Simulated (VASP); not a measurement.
Input of a VASP 6.6.1 run:

Contents of INCAR:

```
PREC     = Accurate       # precision mode
ENCUT    = 520            # plane-wave cutoff, eV
EDIFF    = 1E-6           # SCF threshold, eV
ISMEAR   = 0              # smearing method
SIGMA    = 0.1            # smearing width, eV
LREAL    = False          # projectors in reciprocal space
LASPH    = True           # aspherical terms in the spheres
NELM     = 100            # most SCF steps
ALGO     = Normal         # electronic algorithm
ISIF     = 2              # what is computed and relaxed
LWAVE    = False          # write WAVECAR
LCHARG   = False          # write CHGCAR
GGA      = PE             # functional
NBANDS   = 38             # bands
```

The input KPOINTS:

```
regular mesh
0
Gamma
  4 4 4
```

The input POSCAR:

```
Zn2As
1.0
    5.5502573365      0.0000000000      0.0000000000
    0.0000000000      5.5502573365      0.0000000000
    0.0000000000      0.0000000000      5.5502573365
Zn As
4 2
Direct
    0.2500000000      0.2500000000      0.2500000000
    0.7500000000      0.7500000000      0.2500000000
    0.7500000000      0.2500000000      0.7500000000
    0.2500000000      0.7500000000      0.7500000000
    0.0000000000      0.0000000000      0.0000000000
    0.5000000000      0.5000000000      0.5000000000
```

Potentials or basis: VASP PAW PBE potentials, release 64 (Zn, As).

Launch:

```sh
$ cat potpaw_PBE.64/Zn/POTCAR potpaw_PBE.64/As/POTCAR > POTCAR
$ mpirun -np 1 vasp_std > vasp.out
```

Predict the pressure.

0.4 GPa.

Estimate the band gap on the k mesh.

zero (band 29 reaches 2.86 eV, above the bottom of band 30 at 0.84 eV).
